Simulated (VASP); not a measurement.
Write the native input for VASP 6.6.1 that does the following.

```yaml
Task: single point
Functional: PBE
Potentials_or_basis: VASP PAW PBE potentials, release 64 (Al, As)
Cutoff: 520 eV
k_mesh: 6 × 6 × 4
Occupations: gaussian, width 0.1 eV
Spin: no spin polarisation
Dipole_correction: no
Further_INCAR_settings: ALGO = Normal; EDIFF = 1e-06; NBANDS = 19
```

The structure of Al5As lies in POSCAR:

```
Al5As
1.0
    4.0864246200      0.0000000000      0.0000000000
   -2.0432123100      3.5389475300      0.0000000000
    0.0000000000      0.0000000000      7.1391072700
Al As
5 1
Direct
    0.3333333300      0.6666666700      0.0000000000
    0.3333333300      0.6666666700      0.2842837800
    0.3333333300      0.6666666700      0.7157162200
    0.6666666700      0.3333333300      0.0000000000
    0.3333333300      0.6666666700      0.5000000000
    0.6666666700      0.3333333300      0.5000000000
```

The cell was generated, and may not be a known phase.

One way to write it, as run:

INCAR

```
SYSTEM = Al5As
PREC = Accurate
ENCUT = 520
EDIFF = 1E-6
ISMEAR = 0
SIGMA = 0.1
LREAL = .False.
LASPH = .True.
NELM = 80
ALGO = Normal
ISIF = 2
LWAVE = .False.
LCHARG = .False.
GGA = PE
NBANDS = 19
```

KPOINTS

```
regular mesh
0
Gamma
  6 6 4
  0 0 0
```

Potentials or basis: VASP PAW PBE potentials, release 64 (Al, As).

The run is started by

```sh
$ cat potpaw_PBE.64/Al/POTCAR potpaw_PBE.64/As/POTCAR > POTCAR
$ mpirun -np 1 vasp_std > vasp.out
```

Results of the run:

The pressure is 79.5 GPa and the largest force is 26.200 eV/Å. The band gap on the k mesh is zero (bands 10 and 11 overlap by 1.24 eV).

Caveat: atoms lie so close that the PAW spheres overlap strongly, which falsifies energies and pressures; the stress differs along the axes, from 18 to 202 GPa; forces of over 1 eV/Å act on the atoms, so gaps and moduli don't describe the material at rest.

Run time: 28 s on 1 thread of Intel(R) Xeon(R) Platinum 8488C (Sapphire Rapids), with other jobs on the host, peak memory 0.21 GiB.
